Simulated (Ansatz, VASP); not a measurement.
Two plane-wave programs on Cd2S

```
Cd S
1.0
     4.04039    0.00000    0.00000
    -2.02019    3.49908    0.00000
     0.00000    0.00000    5.92313
Cd S
2 1
Direct
  0.33333 0.66667 0.93272
  0.66667 0.33333 0.57873
  0.33333 0.66667 0.36571
```

Alike in both runs: task single point; functional PBEsol; k mesh 7 × 7 × 4; occupations fermi-dirac, width 0.05 eV; no spin polarisation.

```csv
,VASP,Ansatz
version,VASP 6.6.1,Ansatz 0.2.0
potentials or method,"VASP PAW PBE potentials, release 64 (Cd_sv_GW, S)",Ansatz PAW
plane-wave cutoff (eV),630,420
valence electrons in the cell,46,46
```

```csv
,VASP,Ansatz,Ansatz less VASP
gap on the k mesh at the Fermi level (eV),0.47,0.47,+0.002
least direct gap on the mesh (eV),0.72,0.72,0.000
pressure (GPa),-5.0,-4.9,+0.12
"traceless stress, the component that is largest in VASP (GPa)",-1.19,-1.19,+0.001
rms of the force components (eV/Å),0.130,0.132,+0.0025
```

VASP's potentials were made for PBE, not for PBEsol. Atom by atom the forces differ by 0.003 eV/Å (rms over components).

Noted on Ansatz's run: odd divisions of the mesh miss points on the zone boundary, where band edges often lie, so the gap on the mesh can be too wide.
